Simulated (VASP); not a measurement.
# HF in VASP: further runs, part 2 of 2

VASP 6.6.1. The steps go on from the part before.

**3. Single point, PBE+D3(BJ)**

INCAR

```
SYSTEM = HF
  PREC = Accurate
  ENCUT = 520
  EDIFF = 1E-6
  ISMEAR = -1
  SIGMA = 0.02
  LREAL = Auto
  LASPH = .TRUE.
  NELM = 100
  ALGO = Normal
  ISIF = 2
  LWAVE = .FALSE.
  LCHARG = .FALSE.
  GGA = PE
  IVDW = 12
  NBANDS = 46
```

KPOINTS

```
Automatic mesh
0
G
  1 1 1
  0 0 0
```

POSCAR

```
HF
1.0
    6.2556220000      0.0000000000      0.0000000000
    0.0000000000      6.2556220000      0.0000000000
    0.0000000000      0.0000000000      6.2556220000
F H
8 8
Direct
    0.5271737966      0.5835870518      0.2754961857
   -0.1098052280      0.2556420449      0.1022919863
    0.4397484375     -0.0326426373      0.2570487795
    0.2030173818      0.4317076703      0.4422581799
    0.1834829534      0.1785433966      0.7158520767
    0.5048418846      0.7263706151      0.7684767398
    0.4637268684      0.2528445613      0.9875756559
    0.9185337605      0.8458151723      0.6249098811
    0.4993588168      0.7378323051      0.2420542673
   -0.2478570476      0.2616526382      0.0508822304
    0.4561976411      0.0549585637      0.1225297820
    0.3420443243      0.4659808409      0.3948288436
    0.1940014918      0.2719154067      0.5755942415
    0.6382578743      0.7576864459      0.7102730951
    0.3296394827      0.2320632545      0.8968892302
    1.0247102526      0.9570910774      0.6539877250
```

Potentials or basis: VASP PAW PBE potentials, release 64 (F, H).

Command:

```bash
$ cat potpaw_PBE.64/F/POTCAR potpaw_PBE.64/H/POTCAR > POTCAR
$ mpirun -np 1 vasp_gam > vasp.out
```

OUTCAR:

```text
SYSTEM = HF
   PREC = Accurate
   ENCUT = 520
   EDIFF = 1E-6
   ISMEAR = -1
   LREAL = Auto
   LASPH = .TRUE.
   NELM = 100
   ISIF = 2
   GGA = PE
   IVDW = 12
 IVDW          = 12

 ion  position               nearest neighbor table
   1  0.527  0.584  0.275-   9 1.00
   2  0.890  0.256  0.102-  10 0.92
   3  0.440  0.967  0.257-  11 1.01
   4  0.203  0.432  0.442-  12 0.94  13 1.30
   5  0.183  0.179  0.716-  13 1.06
   6  0.505  0.726  0.768-  14 0.93
   7  0.464  0.253  0.988-  15 1.02
   8  0.919  0.846  0.625-  16 0.98
   9  0.499  0.738  0.242-   1 1.00
  10  0.752  0.262  0.051-   2 0.92
  11  0.456  0.055  0.123-   3 1.01
  12  0.342  0.466  0.395-   4 0.94
  13  0.194  0.272  0.576-   5 1.06   4 1.30
  14  0.638  0.758  0.710-   6 0.93
  15  0.330  0.232  0.897-   7 1.02
  16  0.025  0.957  0.654-   8 0.98

  LATTYP: Found a simple cubic cell.
 ALAT       =     6.2556220000

  Lattice vectors:

 A1 = (   6.2556220000,   0.0000000000,   0.0000000000)
 A2 = (   0.0000000000,   6.2556220000,   0.0000000000)
 A3 = (   0.0000000000,   0.0000000000,   6.2556220000)

Analysis of symmetry for initial positions (statically):
=====================================================================
 Subroutine PRICEL returns:
 Original cell was already a primitive cell.

 Routine SETGRP: Setting up the symmetry group for a
 simple cubic supercell.

 Subroutine GETGRP returns: Found  1 space group operations
 (whereof  1 operations were pure point group operations)
 out of a pool of 48 trial point group operations.

The static configuration has the point symmetry C_1 .

Analysis of symmetry for dynamics (positions and initial velocities):
[... 133 lines left out ...]
   IMIX   =      4    mixing-type and parameters
     AMIX     =   0.40;   BMIX     =  1.00
     AMIX_MAG =   1.60;   BMIX_MAG =  1.00
  volume/ion in A,a.u.               =      15.30       103.25
  Fermi-wavevector in a.u.,A,eV,Ry     =   1.046801  1.978168 14.909173  1.095793
  Thomas-Fermi vector in A             =   2.181655
   LORBIT       =      0    0 simple, 1 ext, 2 COOP (PROOUT), +10 PAW based schemes
   GGA     = PE    functional components
   LHFCALC =     F    Hartree Fock is set to
   AEXX    =    0.0000 exact exchange contribution
   IVDW    =    12    specifies the selected vdW correction
   LEPSILON=     F    determine dielectric tensor
   LRPA    =     F    only Hartree local field effects (RPA)
 non-spin polarized calculation
  energy-cutoff  :      520.00
  volume of cell :      244.80
 maximum number of plane-waves:      3310
 NGX is ok and might be reduce to    48
   NGX = 23   NGY = 23   NGZ = 23

 number of electron      63.9999998 magnetization

 Free energy of the ion-electron system (eV)
  ---------------------------------------------------
  ext. energy  EPLUGINS =         0.00000000
  ---------------------------------------------------
  free energy    TOTEN  =       -65.52412324 eV

  energy without entropy =      -65.52412324  energy(sigma->0) =      -65.52412324

 E-fermi :  -6.2051     XC(G=0):  -5.9123

 val. band max:       -6.6980356169   @ k =   0.0000   0.0000   0.0000
 cond. band min:       0.1903186939   @ k =   0.0000   0.0000   0.0000
 fundamental gap:      6.8883543108
 Fermi energy:        -6.2051030102

 k-point     1 :       0.0000    0.0000    0.0000
  band No.  band energies     occupation
      1     -29.2810      2.00000
      2     -28.5904      2.00000
      3     -28.0251      2.00000
      4     -27.7398      2.00000
      5     -27.3104      2.00000
      6     -27.2212      2.00000
[... 36 lines left out ...]
     43       6.8464      0.00000
     44       7.0262      0.00000
 [bands above 44 left out]

------------------------ aborting loop because EDIFF is reached ----------------------------------------

 Edisp (eV)   -0.32809

 E8    (eV) :    -0.0653

  FORCE on cell =-STRESS in cart. coord.  units (eV):
  Direction    XX          YY          ZZ          XY          YZ          ZX
  --------------------------------------------------------------------------------------
  -------------------------------------------------------------------------------------
  Total       0.57329    -2.02199    -1.49371    -0.38349    -0.18689    -1.01534
  in kB       3.75210   -13.23359    -9.77606    -2.50985    -1.22314    -6.64521
  external pressure =       -6.42 kB  Pullay stress =        0.00 kB

 VOLUME and BASIS-vectors are now :
 -----------------------------------------------------------------------------
  energy-cutoff  :      520.00
  volume of cell :      244.80
      direct lattice vectors                 reciprocal lattice vectors
     6.255622000  0.000000000  0.000000000     0.159856206  0.000000000  0.000000000
     0.000000000  6.255622000  0.000000000     0.000000000  0.159856206  0.000000000
     0.000000000  0.000000000  6.255622000     0.000000000  0.000000000  0.159856206

 POSITION                                       TOTAL-FORCE (eV/Angst)
 -----------------------------------------------------------------------------------
      3.29780      3.65070      1.72340        -0.083803      0.516630     -0.061410
      5.56872      1.59920      0.63990         1.151017     -0.152874      0.431223
      2.75090      6.05142      1.60800         0.139694      0.270342     -1.015041
      1.27000      2.70060      2.76660        -1.558960     -0.668189      0.426619
      1.14780      1.11690      4.47810        -0.049022     -0.135212     -0.417475
      3.15810      4.54390      4.80730        -0.750224     -0.128534      0.345297
[... 8 lines left out ...]
      2.06210      1.45170      5.61060         0.941319      0.212367     -0.048758
      0.15458      5.98720      4.09110        -0.791976     -0.703506     -0.039605
 -----------------------------------------------------------------------------------
    total drift:                               -0.000693      0.004944     -0.010979

  FREE ENERGIE OF THE ION-ELECTRON SYSTEM (eV)
  ---------------------------------------------------
  free  energy   TOTEN  =       -65.8522152684 eV

  energy  without entropy=      -65.8522152684  energy(sigma->0) =      -65.85221527
```

OSZICAR:

```text
N       E                     dE             d eps       ncg     rms          rms(c)
DAV:   1     0.592253636653E+03    0.59225E+03   -0.37303E+04    92   0.130E+03
DAV:   2    -0.238151175989E+02   -0.61607E+03   -0.58609E+03   114   0.339E+02
DAV:   3    -0.691249285663E+02   -0.45310E+02   -0.45148E+02   106   0.978E+01
DAV:   4    -0.697034965438E+02   -0.57857E+00   -0.57791E+00   112   0.125E+01
DAV:   5    -0.697093981298E+02   -0.59016E-02   -0.58994E-02   112   0.126E+00    0.137E+01
DAV:   6    -0.655748230597E+02    0.41346E+01   -0.14006E+01   112   0.196E+01    0.550E+00
DAV:   7    -0.655284722948E+02    0.46351E-01   -0.44725E-01   104   0.361E+00    0.328E+00
DAV:   8    -0.655235300963E+02    0.49422E-02   -0.88916E-02   120   0.247E+00    0.308E-01
DAV:   9    -0.655243458086E+02   -0.81571E-03   -0.20172E-02   120   0.773E-01    0.212E-01
DAV:  10    -0.655243739431E+02   -0.28134E-04   -0.12289E-03   104   0.221E-01    0.801E-02
DAV:  11    -0.655241489244E+02    0.22502E-03   -0.41729E-04   112   0.154E-01    0.306E-02
DAV:  12    -0.655241175330E+02    0.31391E-04   -0.11047E-04   104   0.795E-02    0.186E-02
DAV:  13    -0.655241207541E+02   -0.32211E-05   -0.24539E-05   104   0.325E-02    0.536E-03
DAV:  14    -0.655241222959E+02   -0.15418E-05   -0.48651E-06    96   0.146E-02    0.298E-03
DAV:  15    -0.655241232385E+02   -0.94262E-06   -0.11127E-06    88   0.881E-03
   1 F= -.65852215E+02 E0= -.65852215E+02  d E =-.273434E-10
```

Run time: 44 s. Hardware: 1 thread of Intel Xeon 8259CL, shared host; peak memory 0.3 GiB.

What came out:

```
Free energy                : -65.8522 eV
Pressure                   : -0.6 GPa
Largest force              : 2.125 eV/Å
Dispersion energy per atom : -0.021 eV
```

Forces in eV/Å, atoms in the order of the input:
```
F   -0.084  0.517 -0.061
F    1.151 -0.153  0.431
F    0.140  0.270 -1.015
F   -1.559 -0.668  0.427
F   -0.049 -0.135 -0.417
F   -0.750 -0.129  0.345
F   -1.141 -0.575 -0.537
F    0.659  0.745  0.165
H    0.022 -0.685  0.426
H   -1.045  0.250 -0.438
H   -0.156 -0.237  1.091
H    1.685  0.938 -0.892
H    0.023  0.081  0.897
H    0.955  0.273 -0.332
H    0.941  0.212 -0.049
H   -0.792 -0.704 -0.040
```

Caveat: the k points lie up to 1.00 Å⁻¹ apart; the atoms stand as in a frame of molecular dynamics.
